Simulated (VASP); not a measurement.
Crystal: HfS2.

```
Hf S
1.0
     3.63025    0.00000    0.00000
    -1.81512    3.14388    0.00000
     0.00000    0.00000    5.87871
Hf S
1 2
Direct
  0.00000 0.00000 0.00000
  0.66667 0.33333 0.75538
  0.33333 0.66667 0.24462
```

Base run:

```yaml
Program: VASP 6.6.1
Functional: r2SCAN
Potentials_or_basis: VASP PAW PBE potentials, release 64 (Hf_pv, S)
Cutoff: 550 eV
k_mesh: 6 × 6 × 4
Occupations: gaussian, width 0.01 eV
Spin: no spin polarisation
```

Its results: band gap on the k mesh 1.38 eV, indirect (least direct gap 2.26 eV); pressure 0.3 GPa; largest force 0.131 eV/Å.

The run is repeated on the same cell with these changes: functional from r2SCAN to PBE; cutoff from 550 eV to 500 eV. What comes out?

Band gap on the k mesh 1.06 eV, indirect (least direct gap 1.91 eV); pressure 1.6 GPa; largest force 0.047 eV/Å.

r2SCAN gives the wider gap, since meta-GGAs in the generalised Kohn-Sham scheme recover part of the derivative discontinuity.

Caveats: spin-orbit coupling is left out, which moves the levels of the heavy elements; the PAW data sets were made with another functional, which shifts forces and pressure a little (some runs); this functional lacks dispersion, which binds the layers, so the pressure and a relaxed spacing across them are unreliable (some runs).

A k mesh can miss the band edges.
